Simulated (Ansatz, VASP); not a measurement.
# One calculation of Hf, two programs

The input INCAR:

```
PREC = Accurate ; ENCUT = 500
EDIFF = 1E-6 ; ISMEAR = 1
SIGMA = 0.1 ; LREAL = False
LASPH = True ; NELM = 200
ALGO = Normal ; ISIF = 2
LWAVE = False ; LCHARG = True
LNONCOLLINEAR = True ; MAGMOM = 0 0 0
LORBIT = 11 ; LSORBIT = True
GGA_COMPAT = False ; LORBMOM = True
LMAXMIX = 4 ; GGA = B5
ALDAX = 1.0 ; AGGAX = 1.0
AGGAC = 1.0 ; ALDAC = 0.0
LVHAR = True ; NBANDS = 21
```

File KPOINTS:

```
Automatic mesh
0
Gamma
  10 10 10
```

File POSCAR:

```
Hf
1.0
    0.0000000000      2.2200000000      2.2200000000
    2.2200000000      0.0000000000      2.2200000000
    2.2200000000      2.2200000000      0.0000000000
Hf
1
Direct
    0.0000000000      0.0000000000      0.0000000000
```

Contents of input.yaml:

```yaml
crystal:
  lattice: { a: 4.44, b: 4.44, c: 4.44, alpha: 90.0, beta: 90.0, gamma: 90.0 }
  space_group: 225
  reduce_to_primitive: true
  atoms:
    - { symbol: Hf, wyckoff: "4a", position: [0.0, 0.0, 0.0] }
hamiltonian:
  xc: blyp
  pseudopotentials: { kind: paw_fr }
magnetization:
  noncollinear: true
  spin_orbit: true
kpoints:
  mp_grid: { grid: [10, 10, 10] }
scf:
  occupations: { method: cold, width: 0.1 }
  n_extra_bands: 6
output:
  forces: true
  stress: true
  eigenvalues: true
  dos: { projected: true, de: 0.05, nscf_kmesh: { grid: [15, 15, 15] } }
```

Alike in both runs: functional BLYP; k mesh 10 × 10 × 10; non-collinear spin, spin-orbit coupling.

|  | VASP | Ansatz |
| --- | --- | --- |
| version | VASP 6.6.1 | Ansatz 0.2.0 |
| potentials or method | VASP PAW PBE potentials, release 64 (Hf_pv) | Ansatz PAW |
| plane-wave cutoff (eV) | 500 | 420 |
| occupations | methfessel-paxton of order 1, width 0.1 eV | cold, width 0.1 eV |
| valence electrons in the cell | 10 | 26 |
| task | single point | projected density of states |

VASP gave:

- pressure (GPa): 5.8
- net moment per atom (μB): 0.00

Estimate Ansatz's values.

pressure (GPa): 5.7; net moment per atom (μB): 0.00.

VASP's potentials were made for PBE, not for BLYP. VASP's potentials hold 10 valence electrons a cell and Ansatz's 26, so a difference there can come from the potentials and not from the codes.
